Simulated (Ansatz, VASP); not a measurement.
**Two plane-wave programs on TiClF**

```xyz
3
Lattice="2.0499 -3.0257 0.0000 2.0499 3.0257 0.0000 0.0000 0.0000 4.3933" Properties=species:S:1:pos:R:3 pbc="T T T"
Ti    2.0499    0.0000    0.0000
Cl    2.0499    0.0000    2.1966
F     0.0000    0.0000    0.0000
```

Alike in both runs: task single point; functional PBE; k mesh 6 × 6 × 4; occupations gaussian, width 0.1 eV; collinear spin.

|  | VASP | Ansatz |
| --- | --- | --- |
| version | VASP 6.6.1 | Ansatz 0.2.0 |
| potentials or method | VASP PAW PBE potentials, release 64 (Ti_sv, Cl, F), cutoff 520 eV | scalar-relativistic, plane waves, PAW |
| valence electrons in the cell | 26 | 26 |

Ansatz gave:

* gap on the k mesh at the Fermi level (eV): none
* pressure (GPa): 8.5
* traceless stress, the component that is largest in VASP (GPa): 18.40
* net moment per atom (μB): 0.65
* size of the moment on the site where the two differ most (μB): 1.12

**Question.** What did VASP give for the same quantities?

**Answer.** gap on the k mesh at the Fermi level (eV): none; pressure (GPa): 8.6; traceless stress, the component that is largest in VASP (GPa): 18.42; net moment per atom (μB): 0.65; size of the moment on the site where the two differ most (μB): 1.47.

Site moments also hang on the region over which each program counts them. A gap of «none» marks a metal or a gap that the smearing closes.
